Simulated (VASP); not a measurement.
**Ba: single point with LDA**

Crystal: Ba.

```
Ba
1.0
    -2.50650    2.50650    2.48143
     2.50650   -2.50650    2.48143
     2.50650    2.50650   -2.48143
Ba
1
Direct
  0.00000 0.00000 0.00000
```

This cell differs from its parent crystal: cell strained by -1.0% along z.

- Program: VASP 6.6.1
- Task: single point
- Functional: LDA
- Potentials or basis: VASP PAW LDA potentials, release 64 (Ba_sv)
- Cutoff: 240 eV
- k mesh: 10 × 10 × 10
- Occupations: gaussian, width 0.07 eV
- Spin: non-collinear spin, zero start, spin-orbit coupling
- Starting moments: [[0.0, 0.0, 0.0]] μB

| Property | Result |
| --- | --- |
| Pressure | -1.3 GPa |
| Net moment | 0.00 μB per cell |
| Valence electrons inside the program's atomic spheres | Ba 7.89 |

Moments on the atoms (μB; x, y, z):
```
Ba  0.00 0.00 0.00
```

Wall time 52 s on 1 thread of Intel(R) Xeon(R) Platinum 8259CL CPU @ 2.50GHz (Skylake/Cascade Lake), on a shared host, peak memory 0.2 GiB.

Caveat: the cell differs from its parent crystal (cell strained by -1.0% along z).
